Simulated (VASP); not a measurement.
Mg3SiO, 5 atoms in the cell. The structure is cubic, space group Pm-3m (No. 221). Conventional cell: a = 4.184 Å, b = 4.184 Å, c = 4.184 Å, α = 90.00°, β = 90.00°, γ = 90.00°. Within 3.9 Å of Si (site symmetry m-3m) lie 12 Mg at 2.96 Å and 8 O at 3.62 Å. O (site symmetry m-3m) has 6 Mg at 2.09 Å within 2.8 Å. Within 2.8 Å of Mg (site symmetry 4/mmm) lie 2 O at 2.09 Å. 

```yaml
Program: VASP 6.6.1
Task: single point
Functional: HSE06
Potentials_or_basis: VASP PAW PBE potentials, release 64 (Si, O, Mg)
Cutoff: 520 eV
k_mesh: 4 × 4 × 4
Occupations: fermi-dirac, width 0.02 eV
Spin: no spin polarisation
Dipole_correction: no
Grid_for_exact_exchange_PRECFOCK: Fast
Further_INCAR_settings: ALGO = Normal; EDIFF = 1e-06; NBANDS = 16
Share_of_exact_exchange: 0.25
Screening_parameter: 0.2079 1/Å
```

Potentials or basis: VASP PAW PBE potentials, release 64 (Si, O, Mg).

The run is started by

```console
$ cat potpaw_PBE.64/Si/POTCAR potpaw_PBE.64/O/POTCAR potpaw_PBE.64/Mg/POTCAR > POTCAR
$ cp INCAR.step1 INCAR
$ mpirun -np 1 vasp_std > vasp.out
$ cp INCAR.step2 INCAR
$ mpirun -np 1 vasp_std > vasp.out
```

Hardware: 1 thread of Intel(R) Xeon(R) 6975P-C (Granite Rapids) (shared host).

Problem. Estimate the wall time of this run.

Solution. Run time: 2.4 min on 1 thread of Intel(R) Xeon(R) 6975P-C (Granite Rapids), on a shared host, peak memory 0.29 GiB. Counts: k points 10.
